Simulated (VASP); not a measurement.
A run of VASP 6.6.1:

File INCAR:

```
SYSTEM = HfH2
  PREC = Accurate
  ENCUT = 600
  EDIFF = 1E-7
  ISMEAR = 0
  SIGMA = 0.1
  LREAL = .False.
  LASPH = .True.
  NELM = 80
  ALGO = Normal
  ISIF = 4
  LWAVE = .False.
  LCHARG = .False.
  GGA = PS
  IBRION = 2
  NSW = 50
  EDIFFG = -0.01
```

Contents of KPOINTS:

```
Automatic mesh
0
Gamma
  16 16 16
  0 0 0
```

Contents of POSCAR:

```
HfH2
1.0
   -1.6902716305      1.6902716305      2.0248318821
    1.6902716305     -1.6902716305      2.0248318821
    1.6902716305      1.6902716305     -2.0248318821
Hf H
1 2
Direct
    0.0000000000      0.0000000000      0.0000000000
    0.7500000000      0.2500000000      0.5000000000
    0.2500000000      0.7500000000      0.5000000000
```

Potentials or basis: VASP PAW PBE potentials, release 64 (Hf_pv, H).

Launch:

```sh
$ cat potpaw_PBE.64/Hf_pv/POTCAR potpaw_PBE.64/H/POTCAR > POTCAR
$ mpirun -np 1 vasp_std > vasp.out
```

Hardware: 1 thread of Intel(R) Xeon(R) 6975P-C (Granite Rapids) (shared host).

How long does it take, and how much memory?

It took 76 s on 1 thread of Intel(R) Xeon(R) 6975P-C (Granite Rapids) (shared host), peak memory 0.26 GiB. Counts: scf iterations 23, k points 349, ion steps 3.
